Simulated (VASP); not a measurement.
Here is a VASP 6.6.1 calculation.

Contents of INCAR:

```
SYSTEM = Ba
  PREC = Accurate
  ENCUT = 500
  EDIFF = 1E-7
  ISMEAR = -1
  SIGMA = 0.05
  LREAL = .False.
  LASPH = .True.
  NELM = 120
  ALGO = Normal
  ISIF = 3
  LWAVE = .False.
  LCHARG = .False.
  GGA = CA
  IBRION = 2
  NSW = 32
  EDIFFG = -0.005
  PSTRESS = 23.0
  GGA_COMPAT = .False.
  NELMIN = 4
```

File KPOINTS:

```
regular mesh
0
Gamma
  9 9 9
  0 0 0
```

The input POSCAR:

```
Ba
1.0
    0.0000000000      3.5315935808      3.5315935808
    3.5315935808      0.0000000000      3.5315935808
    3.5315935808      3.5315935808      0.0000000000
Ba
2
Direct
   -0.1250000000     -0.1250000000     -0.1250000000
    0.1250000000      0.1250000000      0.1250000000
```

Potentials or basis: VASP PAW LDA potentials, release 64 (Ba_sv).

Command:

```console
$ cat potpaw_LDA.64/Ba_sv/POTCAR > POTCAR
$ mpirun -np 1 vasp_std > vasp.out
```

Problem. What does it give for the relaxed volume?

Solution. 45.76 Å³/atom.

Problem. What does it give for the relaxed cell?

Solution. a = 5.058 Å, b = 5.058 Å, c = 5.058 Å, α = 60.00°, β = 60.00°, γ = 60.00°.

Problem. Predict the band gap on the k mesh.

Solution. Zero (bands 10 and 11 overlap by 0.30 eV).

Problem. Predict the space group after relaxing (to 0.1 Å).

Solution. Fd-3m (No. 227).

Final structure:
```xyz
2
Lattice="0.0000 3.5767 3.5767 3.5767 0.0000 3.5767 3.5767 3.5767 0.0000" Properties=species:S:1:pos:R:3 pbc="T T T"
Ba    6.2592    6.2592    6.2592
Ba    0.8942    0.8942    0.8942
```

Caveat: the cell is relaxed towards a set pressure, so the run minimises the enthalpy, not the energy; spin-orbit coupling is left out, which moves the levels of the heavy elements.
